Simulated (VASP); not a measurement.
# RbBiO3 (Pm-3m) in VASP: a series of runs

Runs on RbBiO3. Level: LDA. Tasks: single point.

All numbers are computed with VASP 6.6.1; they aren't measurements. Logs are shortened: lines on timing, memory, paths and dates and some standing lists are left out, and cuts for length are marked.

### Step 1. The cell of the first run

Symmetry: Pm-3m, No. 221, cubic system. The conventional cell has a = 4.082 Å, b = 4.082 Å, c = 4.082 Å, α = 90.00°, β = 90.00°, γ = 90.00°. Rb (site symmetry m-3m) has 12 O at 2.89 Å and 8 Bi at 3.54 Å within 3.8 Å. Bi (site symmetry m-3m) has 6 O at 2.04 Å within 2.7 Å. Within 2.7 Å of O (site symmetry 4/mmm) lie 2 Bi at 2.04 Å.

### Step 2. Single point, LDA

The input, INCAR:

```
  PREC = Accurate
  ENCUT = 520
  EDIFF = 1E-6
  ISMEAR = -1
  SIGMA = 0.1
  LREAL = F
  LASPH = T
  NELM = 100
  ALGO = Normal
  ISIF = 2
  LWAVE = F
  LCHARG = F
  GGA = CA
  NBANDS = 29
```

The input, KPOINTS:

```
regular mesh
0
Gamma
  5 5 5
```

The input, POSCAR:

```
RbBiO3
1.0
    4.0821191437      0.0000000000      0.0000000000
    0.0000000000      4.0821191437      0.0000000000
    0.0000000000      0.0000000000      4.0821191437
Rb Bi O
1 1 3
Direct
    0.0000000000      0.0000000000      0.0000000000
    0.5000000000      0.5000000000      0.5000000000
    0.5000000000      0.5000000000      0.0000000000
    0.5000000000      0.0000000000      0.5000000000
    0.0000000000      0.5000000000      0.5000000000
```

Potentials or basis: VASP PAW LDA potentials, release 64 (Rb_sv, Bi_d, O).

Launch:

```
$ cat potpaw_LDA.64/Rb_sv/POTCAR potpaw_LDA.64/Bi_d/POTCAR potpaw_LDA.64/O/POTCAR > POTCAR
$ mpirun -np 1 vasp_std > vasp.out
```

OUTCAR:

```text
PREC = Accurate
   ENCUT = 520
   EDIFF = 1E-6
   ISMEAR = -1
   LREAL = F
   LASPH = T
   NELM = 100
   ISIF = 2
   GGA = CA

 ion  position               nearest neighbor table
   1  0.000  0.000  0.000-   3 2.89   4 2.89   5 2.89   4 2.89   5 2.89   3 2.89   5 2.89   5 2.89
                             3 2.89   4 2.89   4 2.89   3 2.89   2 3.54   2 3.54   2 3.54   2 3.54
   2  0.500  0.500  0.500-   3 2.04   4 2.04   5 2.04   3 2.04   4 2.04   5 2.04   1 3.54   1 3.54
                             1 3.54   1 3.54   1 3.54   1 3.54   1 3.54   1 3.54
   3  0.500  0.500  0.000-   2 2.04   2 2.04   1 2.89   1 2.89   1 2.89   1 2.89
   4  0.500  0.000  0.500-   2 2.04   2 2.04   1 2.89   1 2.89   1 2.89   1 2.89
   5  0.000  0.500  0.500-   2 2.04   2 2.04   1 2.89   1 2.89   1 2.89   1 2.89

  LATTYP: Found a simple cubic cell.
 ALAT       =     4.0821191437

  Lattice vectors:

 A1 = (   4.0821191437,   0.0000000000,   0.0000000000)
 A2 = (   0.0000000000,   4.0821191437,   0.0000000000)
 A3 = (   0.0000000000,   0.0000000000,   4.0821191437)

Analysis of symmetry for initial positions (statically):
=====================================================================
 Subroutine PRICEL returns:
 Original cell was already a primitive cell.

 Routine SETGRP: Setting up the symmetry group for a
 simple cubic supercell.

 Subroutine GETGRP returns: Found 48 space group operations
 (whereof 48 operations were pure point group operations)
 out of a pool of 48 trial point group operations.

The static configuration has the point symmetry O_h .

Analysis of symmetry for dynamics (positions and initial velocities):
=====================================================================
 Subroutine PRICEL returns:
 Original cell was already a primitive cell.

 Routine SETGRP: Setting up the symmetry group for a
 simple cubic supercell.

 Subroutine GETGRP returns: Found 48 space group operations
 (whereof 48 operations were pure point group operations)
 out of a pool of 48 trial point group operations.

The dynamic configuration has the point symmetry O_h .

 Subroutine INISYM returns: Found 48 space group operations
 (whereof 48 operations are pure point group operations),
 and found     1 'primitive' translations

----------------------------------------------------------------------------------------

                                     Primitive cell

  volume of cell :      68.0232

  direct lattice vectors                    reciprocal lattice vectors
     4.082119144  0.000000000  0.000000000     0.244970802  0.000000000  0.000000000
     0.000000000  4.082119144  0.000000000     0.000000000  0.244970802  0.000000000
     0.000000000  0.000000000  4.082119144     0.000000000  0.000000000  0.244970802

  length of vectors
     4.082119144  4.082119144  4.082119144     0.244970802  0.244970802  0.244970802

  position of ions in fractional coordinates (direct lattice)
     0.000000000  0.000000000  0.000000000
     0.500000000  0.500000000  0.500000000
     0.500000000  0.500000000  0.000000000
     0.500000000  0.000000000  0.500000000
     0.000000000  0.500000000  0.500000000

  ion indices of the primitive-cell ions
   primitive index   ion index
                 1           1
                 2           2
                 3           3
                 4           4
                 5           5

----------------------------------------------------------------------------------------

 KPOINTS: regular mesh

Automatic generation of k-mesh.
 Grid dimensions read from file:
 generate k-points for:    5    5    5

 Generating k-lattice:

  Cartesian coordinates                     Fractional coordinates (reciprocal lattice)
     0.048994160  0.000000000  0.000000000     0.200000000  0.000000000  0.000000000
     0.000000000  0.048994160  0.000000000     0.000000000  0.200000000  0.000000000
     0.000000000  0.000000000  0.048994160     0.000000000  0.000000000  0.200000000

  Length of vectors
     0.048994160  0.048994160  0.048994160

  Shift w.r.t. Gamma in fractional coordinates (k-lattice)
     0.000000000  0.000000000  0.000000000

 Subroutine IBZKPT returns following result:
 ===========================================

 Found     10 irreducible k-points:

 Following reciprocal coordinates:
            Coordinates               Weight
  0.000000  0.000000  0.000000      1.000000
  0.200000  0.000000  0.000000      6.000000
  0.400000  0.000000  0.000000      6.000000
  0.200000  0.200000  0.000000     12.000000
  0.400000  0.200000  0.000000     24.000000
  0.400000  0.400000  0.000000     12.000000
  0.200000  0.200000  0.200000      8.000000
  0.400000  0.200000  0.200000     24.000000
  0.400000  0.400000  0.200000     24.000000
  0.400000  0.400000  0.400000      8.000000
   k-points           NKPTS =     10   k-points in BZ     NKDIM =     10   number of bands    NBANDS=     29
   number of dos      NEDOS =    301   number of ions     NIONS =      5
   total plane-waves  NPLWV =  27000
   dimension x,y,z NGX =    30 NGY =   30 NGZ =   30
   dimension x,y,z NGXF=    60 NGYF=   60 NGZF=   60
   ions per type =               1   1   3
   NGX,Y,Z   is equivalent  to a cutoff of  12.22, 12.22, 12.22 a.u.
   NGXF,Y,Z  is equivalent  to a cutoff of  24.44, 24.44, 24.44 a.u.
 SYSTEM =  unknown system
   PREC   = accura    normal or accurate (medium, high low for compatibility)
   ISTART =      0    job   : 0-new  1-cont  2-samecut
   ICHARG =      2    charge: 1-file 2-atom 10-const
   ISPIN  =      1    spin polarized calculation?
   LNONCOLLINEAR =      F non collinear calculations
   LSORBIT =      F    spin-orbit coupling
   LASPH  =      T    aspherical Exc in radial PAW
   ENCUT  =  520.0 eV  38.22 Ry    6.18 a.u.   7.59  7.59  7.59*2*pi/ulx,y,z
   NELM   =    100;   NELMIN=  2; NELMDL= -5     # of ELM steps
   EDIFF  = 0.1E-05   stopping-criterion for ELM
   LREAL  =      F    real-space projection
   EDIFFG = 0.1E-04   stopping-criterion for IOM
   NSW    =      0    number of steps for IOM
   IBRION =     -1    ionic relax: 0-MD 1-quasi-New 2-CG
   NFREE  =      0    steps in history (QN), initial steepest desc. (CG)
   ISIF   =      2    stress and relaxation
   ISYM   =      2    0-nonsym 1-usesym 2-fastsym
   POTIM  = 0.5000    time-step for ionic-motion
   TEBEG  =    0.0;   TEEND  =   0.0 temperature during run
   PSTRESS=    0.0 pullay stress
   NELECT =      42.0000    total number of electrons
   NUPDOWN=      -1.0000    fix difference up-down
   EMIN   =  10.00;   EMAX   =-10.00  energy-range for DOS
   EFERMI =   0.00;   METHOD = LEGACY
   ISMEAR =    -1;   SIGMA  =   0.10  broadening in eV -4-tet -1-fermi 0-gaus
   EFERMI_NEDOS =   21; number of points for ismear=-14 and -15
   IALGO  =     38    algorithm
   IMIX   =      4    mixing-type and parameters
     AMIX     =   0.40;   BMIX     =  1.00
     AMIX_MAG =   1.60;   BMIX_MAG =  1.00
  volume/ion in A,a.u.               =      13.60        91.81
  Fermi-wavevector in a.u.,A,eV,Ry     =   1.394030  2.634336 26.440485  1.943321
  Thomas-Fermi vector in A             =   2.517619
   LORBIT       =      0    0 simple, 1 ext, 2 COOP (PROOUT), +10 PAW based schemes
   GGA     = CA    functional components
   LHFCALC =     F    Hartree Fock is set to
   AEXX    =    0.0000 exact exchange contribution
   IVDW    =     0    specifies the selected vdW correction
   LEPSILON=     F    determine dielectric tensor
   LRPA    =     F    only Hartree local field effects (RPA)
 non-spin polarized calculation
  energy-cutoff  :      520.00
  volume of cell :       68.02
 maximum number of plane-waves:      1845
 NGX is ok and might be reduce to    30
   NGX = 15   NGY = 15   NGZ = 15

 number of electron      41.9999970 magnetization

 Free energy of the ion-electron system (eV)
  ---------------------------------------------------
  ext. energy  EPLUGINS =         0.00000000
  ---------------------------------------------------
  free energy    TOTEN  =       -28.25330595 eV

  energy without entropy =      -28.21458158  energy(sigma->0) =      -28.23394376

 E-fermi :   3.6748     XC(G=0): -11.4951

 val. band max:        3.5184163977   @ k =   0.4000   0.4000   0.4000
 cond. band min:       4.1095103967   @ k =   0.2000   0.2000   0.0000
 fundamental gap:      0.5910939990
 Fermi energy:         3.6747913759

 k-point     1 :       0.0000    0.0000    0.0000
  band No.  band energies     occupation
      1     -19.8056      2.00000
      2     -18.9589      2.00000
      3     -18.9589      2.00000
      4     -18.0058      2.00000
      5     -18.0058      2.00000
      6     -18.0058      2.00000
[... 21 lines left out ...]
     28      13.5475      0.00000
     29      15.9704      0.00000

 k-point     2 :       0.2000    0.0000    0.0000
  band No.  band energies     occupation
      1     -19.7762      2.00000
      2     -18.9579      2.00000
      3     -18.8540      2.00000
      4     -18.0140      2.00000
      5     -18.0140      2.00000
      6     -18.0055      2.00000
[... 21 lines left out ...]
     28      13.7144      0.00000
     29      15.4011      0.00000

 k-point     3 :       0.4000    0.0000    0.0000
  band No.  band energies     occupation
      1     -19.7279      2.00000
      2     -18.9563      2.00000
      3     -18.6795      2.00000
      4     -18.0274      2.00000
      5     -18.0274      2.00000
      6     -18.0050      2.00000
[... 21 lines left out ...]
     28      14.1017      0.00000
     29      14.5745      0.00000

 k-point     4 :       0.2000    0.2000    0.0000
  band No.  band energies     occupation
      1     -19.7525      2.00000
      2     -18.9072      2.00000
      3     -18.7937      2.00000
      4     -18.0205      2.00000
      5     -18.0139      2.00000
      6     -18.0135      2.00000
[... 149 lines left out ...]
     28      14.4041      0.00000
     29      15.0535      0.00000

 k-point     9 :       0.4000    0.4000    0.2000
  band No.  band energies     occupation
      1     -19.6760      2.00000
      2     -18.7005      2.00000
      3     -18.4743      2.00000
      4     -18.0417      2.00000
      5     -18.0351      2.00000
      6     -18.0325      2.00000
[... 21 lines left out ...]
     28      15.4036      0.00000
     29      15.6224      0.00000

 k-point    10 :       0.4000    0.4000    0.4000
  band No.  band energies     occupation
      1     -19.6520      2.00000
      2     -18.4736      2.00000
      3     -18.4736      2.00000
      4     -18.0497      2.00000
      5     -18.0497      2.00000
      6     -18.0452      2.00000
[... 21 lines left out ...]
     28      15.8177      0.00000
     29      15.8281      0.00000

------------------------ aborting loop because EDIFF is reached ----------------------------------------

  FORCE on cell =-STRESS in cart. coord.  units (eV):
  Direction    XX          YY          ZZ          XY          YZ          ZX
  --------------------------------------------------------------------------------------
  -------------------------------------------------------------------------------------
  Total        5.1240068      5.1240068      5.1240068     -0.0000000     -0.0000000      0.0000000
  in kB      120.6877661    120.6877661    120.6877661     -0.0000000     -0.0000000      0.0000000
  external PRESSURE =     120.6877661 kB  Pullay stress =       0.0000000 kB

 VOLUME and BASIS-vectors are now :
 -----------------------------------------------------------------------------
  energy-cutoff  :      520.00
  volume of cell :       68.02
      direct lattice vectors                 reciprocal lattice vectors
     4.082119144  0.000000000  0.000000000     0.244970802  0.000000000  0.000000000
     0.000000000  4.082119144  0.000000000     0.000000000  0.244970802  0.000000000
     0.000000000  0.000000000  4.082119144     0.000000000  0.000000000  0.244970802

 POSITION                                       TOTAL-FORCE (eV/Angst)
 -----------------------------------------------------------------------------------
      0.00000      0.00000      0.00000         0.000000      0.000000      0.000000
      2.04106      2.04106      2.04106         0.000000      0.000000      0.000000
      2.04106      2.04106      0.00000         0.000000      0.000000      0.000000
      2.04106      0.00000      2.04106         0.000000      0.000000      0.000000
      0.00000      2.04106      2.04106         0.000000      0.000000      0.000000
 -----------------------------------------------------------------------------------
    total drift:                                0.000000      0.000000     -0.000000

  FREE ENERGIE OF THE ION-ELECTRON SYSTEM (eV)
  ---------------------------------------------------
  free  energy   TOTEN  =       -28.2533059461 eV

  energy  without entropy=      -28.2145815836  energy(sigma->0) =      -28.23394376
```

Run time: 8.2 s. Hardware: 1 thread of AMD EPYC 9R45 (Zen 5), shared host; peak memory 0.12 GiB.

Results:

- Free energy: -28.2533 eV
- Pressure: 12.1 GPa
- Band gap on the k mesh: zero (band 21 reaches 3.52 eV, above the bottom of band 22 at 2.85 eV)

Caveat: spin-orbit coupling is left out, which moves the levels of the heavy elements.

### Step 3. Single point, LDA

This run uses another cell than the first one, of 14.22 Å³/atom, 1.045 times its volume.

The input, INCAR:

```
ALGO     = Normal         # electronic algorithm
EDIFF    = 1E-6           # SCF threshold, eV
ENCUT    = 520            # plane-wave cutoff, eV
ISIF     = 2              # what is computed and relaxed
ISMEAR   = -1             # smearing method
LASPH    = True           # aspherical terms in the spheres
LCHARG   = False          # write CHGCAR
LREAL    = False          # projectors in reciprocal space
LWAVE    = False          # write WAVECAR
NBANDS   = 29             # bands
NELM     = 80             # most SCF steps
PREC     = Accurate       # precision mode
SIGMA    = 0.1            # smearing width, eV
```

The input, KPOINTS:

```
k-points
0
Gamma
  5 5 5
```

Changes to POSCAR since step 2:

```diff
@@ -2,5 +2,5 @@
 1.0
-    4.0821191437      0.0000000000      0.0000000000
-    0.0000000000      4.0821191437      0.0000000000
-    0.0000000000      0.0000000000      4.0821191437
+    4.1430552789      0.0000000000      0.0000000000
+    0.0000000000      4.1430552789      0.0000000000
+    0.0000000000      0.0000000000      4.1430552789
 Rb Bi O
```

Potentials or basis: VASP PAW LDA potentials, release 64 (Rb_sv, Bi_d, O).

Launch:

```
$ cat potpaw_LDA.64/Rb_sv/POTCAR potpaw_LDA.64/Bi_d/POTCAR potpaw_LDA.64/O/POTCAR > POTCAR
$ mpirun -np 1 vasp_std > vasp.out
```

It took 8.6 s on 1 thread of AMD EPYC 9R45 (Zen 5), shared host; peak memory 0.13 GiB.

The run converged. Its results:

```
Free energy            : -28.4230 eV
Pressure               : 5.5 GPa
Band gap on the k mesh : zero (band 21 reaches 3.11 eV, above the bottom of band 22 at 2.45 eV)
```

Levels at points of the mesh, in eV from the Fermi level:
| k point | band 18 | band 19 | band 20 | band 21 | band 22 | band 23 | band 24 | band 25 |
| --- | --- | --- | --- | --- | --- | --- | --- | --- |
| (0.00, 0.00, 0.00) | -1.02 | -1.02 | -0.78 | -0.78 | -0.78 | 7.31 | 7.52 | 7.52 |

Caveat: spin-orbit coupling is left out, which moves the levels of the heavy elements.

### Step 4. Single point, LDA

This run uses another cell than the first one, of 14.84 Å³/atom, 1.091 times its volume.

The input, INCAR:

```
PREC = Accurate
ENCUT = 520
EDIFF = 1E-6
ISMEAR = -1
SIGMA = 0.1
LREAL = False
LASPH = True
NELM = 60
ALGO = Normal
ISIF = 2
LWAVE = False
LCHARG = False
GGA = CA
NBANDS = 29
```

The input, KPOINTS:

```
regular mesh
0
Gamma
  5 5 5
```

Changes to POSCAR since step 3:

```diff
@@ -2,5 +2,5 @@
 1.0
-    4.1430552789      0.0000000000      0.0000000000
-    0.0000000000      4.1430552789      0.0000000000
-    0.0000000000      0.0000000000      4.1430552789
+    4.2022497804      0.0000000000      0.0000000000
+    0.0000000000      4.2022497804      0.0000000000
+    0.0000000000      0.0000000000      4.2022497804
 Rb Bi O
```

Launch:

```
$ cat potpaw_LDA.64/Rb_sv/POTCAR potpaw_LDA.64/Bi_d/POTCAR potpaw_LDA.64/O/POTCAR > POTCAR
$ mpirun -np 1 vasp_std > vasp.out
```

Run time: 8.9 s. Hardware: 1 thread of AMD EPYC 9R45 (Zen 5), shared host; peak memory 0.13 GiB.

Results (log left out):

```yaml
Free_energy: -28.4844 eV
Pressure: 0.7 GPa
Band_gap_on_the_k_mesh: zero (band 21 reaches 2.73 eV, above the bottom of band 22 at 2.08 eV)
```

Levels at points of the mesh, in eV from the Fermi level:
| k point | band 17 | band 18 | band 19 | band 20 | band 21 | band 22 | band 23 | band 24 | band 25 | band 26 |
| --- | --- | --- | --- | --- | --- | --- | --- | --- | --- | --- |
| (0.00, 0.00, 0.00) | -0.91 | -0.91 | -0.91 | -0.72 | -0.72 | -0.72 | 7.10 | 7.55 | 7.55 | 9.76 |

Caveat: spin-orbit coupling is left out, which moves the levels of the heavy elements.

(Continued in part 2 of 2.)
